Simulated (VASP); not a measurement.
A run of VASP 6.6.1 is set up as follows.

Contents of POSCAR:

```
BeS
1.0
    0.0000000000      2.3172971969      2.3172971969
    2.3172971969      0.0000000000      2.3172971969
    2.3172971969      2.3172971969      0.0000000000
Be S
1 1
Direct
    0.0000000000      0.0000000000      0.0000000000
    0.5000000000      0.5000000000      0.5000000000
```

The input INCAR.step1:

```
SYSTEM = BeS
PREC = Accurate ; ENCUT = 520
ISMEAR = 0 ; SIGMA = 0.01
LREAL = .FALSE. ; LASPH = .TRUE.
NELM = 100 ; NBANDS = 11
GGA = PE ; ALGO = Normal
EDIFF = 1E-4 ; LWAVE = .TRUE.
LCHARG = .FALSE.
```

INCAR.step2

```
SYSTEM = BeS
PREC = Accurate ; ENCUT = 520
EDIFF = 1E-7 ; ISMEAR = 0
SIGMA = 0.01 ; LREAL = .FALSE.
LASPH = .TRUE. ; NELM = 100
ALGO = Normal ; ISIF = 2
LWAVE = .FALSE. ; LCHARG = .FALSE.
METAGGA = R2SCAN ; LMIXTAU = .TRUE.
NBANDS = 11 ; ISTART = 1
```

KPOINTS

```
regular mesh
0
G
  6 6 6
  0 0 0
```

Potentials or basis: VASP PAW PBE potentials, release 64 (Be, S).

Run with:

```sh
$ cat potpaw_PBE.64/Be/POTCAR potpaw_PBE.64/S/POTCAR > POTCAR
$ cp INCAR.step1 INCAR
$ mpirun -np 1 vasp_std > vasp.out
$ cp INCAR.step2 INCAR
$ mpirun -np 1 vasp_std > vasp.out
```

Task: What does it give for the pressure?

Result: 0.1 GPa.

Task: Estimate the band gap on the k mesh.

Result: 1.35 eV, indirect (least direct gap 4.59 eV).

Caveat: the PAW data sets were made with another functional, which shifts forces and pressure a little. r2SCAN opens gaps a little over a GGA but as a rule still falls short of measured ones.
